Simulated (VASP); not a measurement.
Here is a VASP 6.6.1 calculation.

Contents of INCAR:

```
SYSTEM = C
PREC = Accurate ; ENCUT = 520
EDIFF = 1E-6 ; ISMEAR = 1
SIGMA = 0.3 ; LREAL = .FALSE.
LASPH = .TRUE. ; NELM = 60
ALGO = Normal ; ISIF = 2
LWAVE = .FALSE. ; LCHARG = .FALSE.
GGA = CA ; NBANDS = 11
```

The input KPOINTS:

```
regular mesh
0
G
  16 16 16
  0 0 0
```

POSCAR

```
C
1.0
    0.0000000000      2.1270000000      3.3480000000
    1.2280000000      0.0000000000      3.3480000000
    1.2280000000      2.1270000000      0.0000000000
C
2
Direct
    0.1666666667      0.8333333333      0.1666666667
    0.8333333333      0.1666666667      0.8333333333
```

Potentials or basis: VASP PAW LDA potentials, release 64 (C).

Run with:

```sh
$ cat potpaw_LDA.64/C/POTCAR > POTCAR
$ mpirun -np 1 vasp_std > vasp.out
```

Task: Estimate the pressure.

Result: -3.0 GPa.

Task: Predict the largest force.

Result: 0.006 eV/Å.

Stress tensor (GPa, compression positive):
```
-4.24  0.00  0.00
 0.00 -4.94  0.00
 0.00  0.00  0.12
```

Caveat: the cell stands under tension.
